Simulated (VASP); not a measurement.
Wanted: the native input for a VASP 6.6.1 run.

```yaml
Task: single point
Functional: PBE
Potentials_or_basis: VASP PAW PBE potentials, release 64 (Cd, Te)
Cutoff: 520 eV
k_mesh: 1 × 1 × 1
Occupations: gaussian, width 0.05 eV
Spin: collinear spin
Starting_moments: "[0.4, 0.4, 0.4, 0.4, 0.4, 0.4, 0.4, 0.4, 0.4, 0.4] μB"
Dipole_correction: no
Further_INCAR_settings: ALGO = Normal; EDIFF = 1e-07; NBANDS = 60
```

The structure of Cd5Te5 lies in POSCAR:

```
CdTe
1.0
   13.2000000000      0.0000000000      0.0000000000
    0.0000000000     14.2000000000      0.0000000000
    0.0000000000      0.0000000000     13.9000000000
Cd Te
5 5
Direct
    0.4283314610      0.4615959395      0.2738632994
    0.6060413349      0.3163034368      0.4348972023
    0.3814207677      0.6769869908      0.4347944796
    0.5205623763      0.3663240125      0.6825236191
    0.3864254980      0.5839699213      0.6823454297
    0.3437597518      0.4167809787      0.7583711492
    0.6985607153      0.3246328999      0.6045476004
    0.4377238763      0.7475183546      0.6036907968
    0.5232295742      0.2967768569      0.2619800965
    0.3196467786      0.6189618498      0.2629863271
```

These files were run (other wordings do the same):

INCAR

```
PREC = Accurate
ENCUT = 520
EDIFF = 1E-7
ISMEAR = 0
SIGMA = 0.05
LREAL = False
LASPH = True
NELM = 150
ALGO = Normal
ISIF = 2
LWAVE = False
LCHARG = False
ISPIN = 2
MAGMOM = 0.4 0.4 0.4 0.4 0.4 0.4 0.4 0.4 0.4 0.4
LORBIT = 11
GGA = PE
NBANDS = 60
```

KPOINTS

```
regular mesh
0
Gamma
  1 1 1
```

Potentials or basis: VASP PAW PBE potentials, release 64 (Cd, Te).

The run is started by

```bash
$ cat potpaw_PBE.64/Cd/POTCAR potpaw_PBE.64/Te/POTCAR > POTCAR
$ mpirun -np 1 vasp_gam > vasp.out
```

It gave:

* Largest force: 0.054 eV/Å
* Gap between the frontier levels: 2.55 eV
* Net moment: 0.00 μB per cell
* Valence electrons inside the program's atomic spheres: Cd 10.31; Te 3.38

Caveat: spin-orbit coupling is left out, which moves the levels of the heavy elements.

Wall time 10 min on 1 thread of Intel(R) Xeon(R) 6975P-C (Granite Rapids), with other jobs on the host, peak memory 2.6 GiB.
